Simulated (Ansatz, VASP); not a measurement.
## Two plane-wave programs on ZnO

```
CELL_PARAMETERS angstrom
3.23520 0.00000 0.00000
-1.61760 2.80177 0.00000
0.00000 0.00000 5.21142
ATOMIC_POSITIONS crystal
Zn 0.00000 0.00000 0.99769
Zn 0.33333 0.66667 0.49769
O 0.00000 0.00000 0.37731
O 0.33333 0.66667 0.87731
```

Alike in both runs: functional r2SCAN; k mesh 12 × 12 × 6; occupations gaussian, width 0.02 eV; no spin polarisation.

Ansatz relaxed the structure, and its values are those at the end. VASP's run is a single point on that final structure, the one shown.

```csv
,VASP,Ansatz
version,VASP 6.6.1,Ansatz 0.2.0
potentials or method,"VASP PAW PBE potentials, release 64 (Zn, O), cutoff 520 eV","scalar-relativistic, plane waves, PAW"
valence electrons in the cell,36,36
```

```csv
,VASP,Ansatz,Ansatz less VASP
gap on the k mesh at the Fermi level (eV),1.23,1.24,+0.003
least direct gap on the mesh (eV),1.23,1.24,+0.003
pressure (GPa),1.0,0.0,-1.04
```

VASP's potentials were made for PBE, not for r2SCAN.
